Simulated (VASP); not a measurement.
HfRu3: single point with PBEsol

Crystal: HfRu3.

```
Hf Ru
1.0
     3.95577    0.00000    0.00000
     0.00000    3.95577    0.00000
     0.00000    0.00000    3.95577
Hf Ru
1 3
Cartesian
  0.0000 0.0000 0.0000
  1.9779 1.9779 0.0000
  0.0000 1.9779 1.9779
  1.9779 0.0000 1.9779
```

| Item | Value |
| --- | --- |
| Program | VASP 6.6.1 |
| Task | single point |
| Functional | PBEsol |
| Potentials or basis | VASP PAW PBE potentials, release 64 (Hf_pv, Ru_pv) |
| Cutoff | 500 eV |
| k mesh | 6 × 6 × 6 |
| Occupations | fermi-dirac, width 0.1 eV |
| Spin | no spin polarisation |

| Item | Value |
| --- | --- |
| Pressure | -10.1 GPa |
| Band gap on the k mesh | zero (bands 26 and 27 overlap by 2.95 eV) |

Levels at points of the mesh, in eV from the Fermi level:
```tsv
k point	band 23	band 24	band 25	band 26	band 27	band 28	band 29	band 30
(0.00, 0.00, 0.00)	0.54	0.54	1.68	2.15	2.15	2.15	3.79	3.79
(0.50, 0.00, 0.00)	-0.98	-0.69	-0.31	-0.31	-0.26	0.84	2.15	2.33
(0.50, 0.50, 0.00)	-2.11	-1.07	-0.86	-0.81	-0.81	-0.01	0.04	3.08
(0.50, 0.50, 0.50)	-0.93	-0.93	0.91	1.55	1.55	1.55	1.72	1.72
```

Run time: 33 s on 1 thread of Intel(R) Xeon(R) Platinum 8488C (Sapphire Rapids), with other jobs on the host, peak memory 0.18 GiB.

Caveat: the cell stands under tension; the PAW data sets were made with another functional, which shifts forces and pressure a little; spin-orbit coupling is left out, which moves the levels of the heavy elements.
